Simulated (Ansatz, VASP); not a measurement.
BAs in VASP and in Ansatz

```xyz
2
Lattice="0.0000 2.1280 3.0090 2.1280 0.0000 3.0090 2.1280 2.1280 0.0000" Properties=species:S:1:pos:R:3 pbc="T T T"
B     0.0000    0.0000    0.0000
As    3.1920    3.1920    4.5135
```

Alike in both runs: task single point; functional PBEsol; k mesh 12 × 12 × 12; occupations gaussian, width 0.05 eV; no spin polarisation.

|  | VASP | Ansatz |
| --- | --- | --- |
| version | VASP 6.6.1 | Ansatz 0.2.0 |
| potentials or method | VASP PAW PBE potentials, release 64 (B, As), cutoff 520 eV | scalar-relativistic, plane waves, PAW |
| valence electrons in the cell | 8 | 18 |

|  | VASP | Ansatz | Ansatz less VASP |
| --- | --- | --- | --- |
| gap on the k mesh at the Fermi level (eV) | none | none | - |
| pressure (GPa) | 1.0 | 0.3 | -0.67 |
| traceless stress, the component that is largest in VASP (GPa) | -47.01 | -47.26 | -0.255 |

VASP's potentials were made for PBE, not for PBEsol. A gap of «none» marks a metal or a gap that the smearing closes. VASP's potentials hold 8 valence electrons a cell and Ansatz's 18, so a difference there can come from the potentials and not from the codes.
